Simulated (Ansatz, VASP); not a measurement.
MoSe: VASP beside Ansatz

```
Mo Se
1.0
     0.00000    2.84007    2.84007
     2.84007    0.00000    2.84007
     2.84007    2.84007    0.00000
Mo Se
1 1
Direct
  0.00000 0.00000 0.00000
  0.25000 0.25000 0.25000
```

Alike in both runs: functional PBE; k mesh 6 × 6 × 6; occupations gaussian, width 0.1 eV; collinear spin.

Ansatz relaxed the structure, and its values are those at the end. VASP's run is a single point on that final structure, the one shown.

|  | VASP | Ansatz |
| --- | --- | --- |
| version | VASP 6.6.1 | Ansatz 0.2.0 |
| potentials or method | VASP PAW PBE potentials, release 64 (Mo_sv, Se), cutoff 520 eV | scalar-relativistic, plane waves, PAW |
| valence electrons in the cell | 20 | 30 |

VASP gave:

- gap on the k mesh at the Fermi level (eV): none
- pressure (GPa): 0.2
- net moment per atom (μB): 0.60
- size of the moment on the site where the two differ most (μB): 1.05

Q: Which values does Ansatz return?

A: gap on the k mesh at the Fermi level (eV): none; pressure (GPa): 0.0; net moment per atom (μB): 0.60; size of the moment on the site where the two differ most (μB): 0.84.

Site moments also hang on the region over which each program counts them. A gap of «none» marks a metal or a gap that the smearing closes. The functional is the same, so the differences come from potentials, cutoffs and numerics. VASP's potentials hold 20 valence electrons a cell and Ansatz's 30, so a difference there can come from the potentials and not from the codes.
